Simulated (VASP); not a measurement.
# Ta2SiO3 (R-3m) in VASP: single point with PBE

Aim: the single point of Ta2SiO3 with PBE.

All numbers are computed with VASP 6.6.1; they aren't measurements. Logs are shortened: lines on timing, memory, paths and dates and some standing lists are left out, and cuts for length are marked.

## (1) The cell of the first run

The structure is trigonal, space group R-3m (No. 166). Conventional cell: a = 4.863 Å, b = 4.863 Å, c = 14.400 Å, α = 90.00°, β = 90.00°, γ = 120.00°. Within 2.5 Å of Ta (site symmetry 3m) lie 3 O at 1.88 Å. Si (site symmetry -3m) has 6 O at 2.78 Å and 8 Ta at 3.03 to 3.66 Å within 3.7 Å. O (site symmetry 2/m) has 2 Ta at 1.88 Å and 4 O at 2.43 Å within 2.5 Å.

The cell was generated, and may not be a known phase.

## (2) Single point, PBE

Contents of INCAR:

```
PREC = Accurate ; ENCUT = 700
EDIFF = 1E-6 ; ISMEAR = 0
SIGMA = 0.1 ; LREAL = False
LASPH = True ; NELM = 120
ALGO = Normal ; ISIF = 2
LWAVE = False ; LCHARG = True
GGA = PE ; LELF = True
LVHAR = True ; NBANDS = 33
GGA_COMPAT = False
```

Contents of KPOINTS:

```
regular mesh
0
Gamma
  12 12 12
```

Contents of POSCAR:

```
Ta2SiO3
1.0
    2.4313025367      1.4037131740      4.8000426023
   -2.4313025367      1.4037131740      4.8000426023
    0.0000000000     -2.8074263481      4.8000426023
Ta Si O
2 1 3
Direct
    0.7461629688      0.7461629688      0.7461629688
    0.2538370312      0.2538370312      0.2538370312
    0.0000000000      0.0000000000      0.0000000000
    0.0000000000      0.5000000000      0.0000000000
    0.5000000000      0.0000000000      0.0000000000
    0.0000000000      0.0000000000      0.5000000000
```

Potentials or basis: VASP PAW PBE potentials, release 64 (Ta_sv_GW, Si, O).

Started as:

```console
> cat potpaw_PBE.64/Ta_sv_GW/POTCAR potpaw_PBE.64/Si/POTCAR potpaw_PBE.64/O/POTCAR > POTCAR
> mpirun -np 1 vasp_std > vasp.out
```

OUTCAR:

```text
PREC = Accurate
   ENCUT = 700
   EDIFF = 1E-6
   ISMEAR = 0
   LREAL = False
   LASPH = True
   NELM = 120
   ISIF = 2
   GGA = PE

 ion  position               nearest neighbor table
   1  0.746  0.746  0.746-   6 1.88   5 1.88   4 1.88   3 3.03   3 3.03   3 3.03
   2  0.254  0.254  0.254-   6 1.88   5 1.88   4 1.88   3 3.03   3 3.03   3 3.03
   3  0.000  0.000  0.000-   1 3.03   2 3.03   1 3.03   1 3.03   2 3.03   2 3.03
   4  0.000  0.500  0.000-   1 1.88   2 1.88
   5  0.500  0.000  0.000-   1 1.88   2 1.88
   6  0.000  0.000  0.500-   1 1.88   2 1.88

  LATTYP: Found a trigonal (rhomboedric) cell.
 ALAT       =     5.5607599916
 COS(alpha) =     0.6176688348

  Lattice vectors:

 A1 = (   2.4313025367,   1.4037131740,   4.8000426023)
 A2 = (  -2.4313025367,   1.4037131740,   4.8000426023)
 A3 = (   0.0000000000,  -2.8074263481,   4.8000426023)

Analysis of symmetry for initial positions (statically):
=====================================================================
 Subroutine PRICEL returns:
 Original cell was already a primitive cell.

 Routine SETGRP: Setting up the symmetry group for a
 trigonal (rhombohedral) supercell.

 Subroutine GETGRP returns: Found 12 space group operations
 (whereof 12 operations were pure point group operations)
 out of a pool of 12 trial point group operations.

The static configuration has the point symmetry D_3d.

Analysis of symmetry for dynamics (positions and initial velocities):
=====================================================================
 Subroutine PRICEL returns:
 Original cell was already a primitive cell.

 Routine SETGRP: Setting up the symmetry group for a
 trigonal (rhombohedral) supercell.

 Subroutine GETGRP returns: Found 12 space group operations
 (whereof 12 operations were pure point group operations)
 out of a pool of 12 trial point group operations.

The dynamic configuration has the point symmetry D_3d.

 Subroutine INISYM returns: Found 12 space group operations
 (whereof 12 operations are pure point group operations),
 and found     1 'primitive' translations

----------------------------------------------------------------------------------------

                                     Primitive cell

  volume of cell :      98.2910

  direct lattice vectors                    reciprocal lattice vectors
     2.431302537  1.403713174  4.800042602     0.205651083  0.118732708  0.069443828
[... 90 lines left out ...]
   LSORBIT =      F    spin-orbit coupling
   LASPH  =      T    aspherical Exc in radial PAW
   ENCUT  =  700.0 eV  51.45 Ry    7.17 a.u.  12.00 12.00 12.00*2*pi/ulx,y,z
   NELM   =    120;   NELMIN=  2; NELMDL= -5     # of ELM steps
   EDIFF  = 0.1E-05   stopping-criterion for ELM
   LREAL  =      F    real-space projection
[... 7 lines left out ...]
   TEBEG  =    0.0;   TEEND  =   0.0 temperature during run
   PSTRESS=    0.0 pullay stress
   NELECT =      48.0000    total number of electrons
   NUPDOWN=      -1.0000    fix difference up-down
   EMIN   =  10.00;   EMAX   =-10.00  energy-range for DOS
   EFERMI =   0.00;   METHOD = LEGACY
   ISMEAR =     0;   SIGMA  =   0.10  broadening in eV -4-tet -1-fermi 0-gaus
   EFERMI_NEDOS =   21; number of points for ismear=-14 and -15
   IALGO  =     38    algorithm
   IMIX   =      4    mixing-type and parameters
     AMIX     =   0.40;   BMIX     =  1.00
     AMIX_MAG =   1.60;   BMIX_MAG =  1.00
  volume/ion in A,a.u.               =      16.38       110.55
  Fermi-wavevector in a.u.,A,eV,Ry     =   1.289191  2.436218 22.613073  1.662014
  Thomas-Fermi vector in A             =   2.421099
   LORBIT       =      0    0 simple, 1 ext, 2 COOP (PROOUT), +10 PAW based schemes
   GGA     = PE    functional components
   LHFCALC =     F    Hartree Fock is set to
   AEXX    =    0.0000 exact exchange contribution
   IVDW    =     0    specifies the selected vdW correction
   LEPSILON=     F    determine dielectric tensor
   LRPA    =     F    only Hartree local field effects (RPA)
 non-spin polarized calculation
 Gauss-broadening in eV      SIGMA  =   0.10
  energy-cutoff  :      700.00
  volume of cell :       98.29
 maximum number of plane-waves:      4172
   NGX = 23   NGY = 23   NGZ = 23

 number of electron      48.0000005 magnetization

 Free energy of the ion-electron system (eV)
  ---------------------------------------------------
  ext. energy  EPLUGINS =         0.00000000
  ---------------------------------------------------
  free energy    TOTEN  =       -55.70792979 eV

  energy without entropy =      -55.70126594  energy(sigma->0) =      -55.70459786

 E-fermi :   6.1695     XC(G=0): -10.3715

 val. band max:        6.1646155162   @ k =   0.5000   0.5000   0.0833
 cond. band min:       6.1786501893   @ k =  -0.2500   0.5000   0.0833
 fundamental gap:      0.0140346731
 Fermi energy:         6.1694880366

 k-point     1 :       0.0000    0.0000    0.0000
  band No.  band energies     occupation
      1     -63.4519      2.00000
      2     -63.4471      2.00000
      3     -30.0810      2.00000
      4     -30.0522      2.00000
      5     -30.0522      2.00000
      6     -29.9561      2.00000
[... 853 lines left out ...]
     32       9.9239      0.00000
     33      10.8382      0.00000

 [... further k-points ...]

------------------------ aborting loop because EDIFF is reached ----------------------------------------

  FORCE on cell =-STRESS in cart. coord.  units (eV):
  Direction    XX          YY          ZZ          XY          YZ          ZX
  --------------------------------------------------------------------------------------
  -------------------------------------------------------------------------------------
  Total        0.0627626      0.0627626      0.2060953      0.0000000     -0.0000000      0.0000000
  in kB        1.0230517      1.0230517      3.3594248      0.0000000     -0.0000000      0.0000000
  external PRESSURE =       1.8018427 kB  Pullay stress =       0.0000000 kB

 VOLUME and BASIS-vectors are now :
 -----------------------------------------------------------------------------
  energy-cutoff  :      700.00
  volume of cell :       98.29
      direct lattice vectors                 reciprocal lattice vectors
     2.431302537  1.403713174  4.800042602     0.205651083  0.118732708  0.069443828
    -2.431302537  1.403713174  4.800042602    -0.205651083  0.118732708  0.069443828
     0.000000000 -2.807426348  4.800042602     0.000000000 -0.237465416  0.069443828

 POSITION                                       TOTAL-FORCE (eV/Angst)
 -----------------------------------------------------------------------------------
      0.00000     -0.00000     10.74484        -0.000000      0.000000     -0.135209
      0.00000     -0.00000      3.65529        -0.000000     -0.000000      0.135209
      0.00000      0.00000      0.00000        -0.000000     -0.000000     -0.000000
     -1.21565      0.70186      2.40002         0.000000     -0.000000      0.000000
      1.21565      0.70186      2.40002         0.000000     -0.000000      0.000000
      0.00000     -1.40371      2.40002        -0.000000     -0.000000     -0.000000
 -----------------------------------------------------------------------------------
    total drift:                                0.000000      0.000000     -0.000000

  FREE ENERGIE OF THE ION-ELECTRON SYSTEM (eV)
  ---------------------------------------------------
  free  energy   TOTEN  =       -55.7079297887 eV

  energy  without entropy=      -55.7012659377  energy(sigma->0) =      -55.70459786
```

OSZICAR:

```text
N       E                     dE             d eps       ncg     rms          rms(c)
DAV:   1     0.502299104060E+03    0.50230E+03   -0.31400E+04 12498   0.173E+03
DAV:   2    -0.266923028606E+02   -0.52899E+03   -0.50780E+03 16920   0.399E+02
DAV:   3    -0.684183843263E+02   -0.41726E+02   -0.41252E+02 17046   0.113E+02
[... 13 lines left out ...]
DAV:  17    -0.557079170283E+02    0.47497E-03   -0.15799E-03 13402   0.239E-01    0.115E+00
DAV:  18    -0.557079244589E+02   -0.74307E-05   -0.98534E-05 16369   0.575E-02    0.458E-02
DAV:  19    -0.557079274367E+02   -0.29777E-05   -0.60353E-06 14053   0.128E-02    0.226E-01
DAV:  20    -0.557079295636E+02   -0.21270E-05   -0.46015E-06 12833   0.125E-02    0.340E-02
DAV:  21    -0.557079297887E+02   -0.22507E-06   -0.47760E-07  7392   0.433E-03
   1 F= -.55707930E+02 E0= -.55704598E+02  d E =-.666385E-02
```

stdout:

```text
POSCAR found type information on POSCAR TaSiO
 POSCAR found :  3 types and       6 ions
 scaLAPACK will be used
 LDA part: xc-table for (Slater+PW92), standard interpolation
 POSCAR, INCAR and KPOINTS ok, starting setup
 FFT: planning ... GRIDC
 FFT: planning ... GRID_SOFT
 FFT: planning ... GRID
 WAVECAR not read
 entering main loop
```

Run time: 44 min. Hardware: 1 thread of Intel Xeon Platinum 8259CL at 2.50GHz (Skylake/Cascade Lake), shared host; peak memory 0.97 GiB.

What came out:

```
Free energy            : -55.7079 eV
Pressure               : 0.2 GPa
Largest force          : 0.135 eV/Å
Band gap on the k mesh : zero (bands 24 and 25 overlap by 0.36 eV)
```

Forces on the atoms (eV/Å):
```
Ta   0.000  0.000 -0.135
Ta   0.000  0.000  0.135
Si   0.000  0.000  0.000
O    0.000  0.000  0.000
O    0.000  0.000  0.000
O    0.000  0.000  0.000
```

Stress tensor (GPa, compression positive):
```
0.10 0.00 0.00
0.00 0.10 0.00
0.00 0.00 0.34
```

Caveat: spin-orbit coupling is left out, which moves the levels of the heavy elements.
